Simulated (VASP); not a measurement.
Crystal: SiO2.

```
Si O
1.0
     4.90800    0.00000    0.00000
     0.00000    4.90800    0.00000
     0.00000    0.00000    6.78400
Si O
4 8
Direct
  0.31230 0.31230 0.00000
  0.18770 0.81230 0.25000
  0.68770 0.68770 0.50000
  0.81230 0.18770 0.75000
  0.23370 0.13017 0.19200
  0.36983 0.73370 0.44200
  0.76630 0.86983 0.69200
  0.63017 0.26630 0.94200
  0.73370 0.36983 0.55800
  0.86983 0.76630 0.30800
  0.26630 0.63017 0.05800
  0.13017 0.23370 0.80800
```

Base run:

* Program: VASP 6.6.1
* Functional: r2SCAN
* Potentials or basis: VASP PAW PBE potentials, release 64 (Si, O)
* Cutoff: 520 eV
* k mesh: 5 × 5 × 4
* Occupations: fermi-dirac, width 0.02 eV
* Spin: no spin polarisation

Its results: band gap on the k mesh 6.34 eV; pressure -2.6 GPa; largest force 0.316 eV/Å.

Q: The run is repeated on the same cell with these changes: functional from r2SCAN to PBE; further incar settings from ALGO = Normal; EDIFF = 1e-08; NBANDS = 44 to ALGO = Normal; EDIFF = 1e-07; NBANDS = 44. What comes out?

A: Band gap on the k mesh 5.69 eV; pressure 2.4 GPa; largest force 0.026 eV/Å.

Caveats: the PAW data sets were made with another functional, which shifts forces and pressure a little (at least some runs).

A k mesh can miss the band edges.
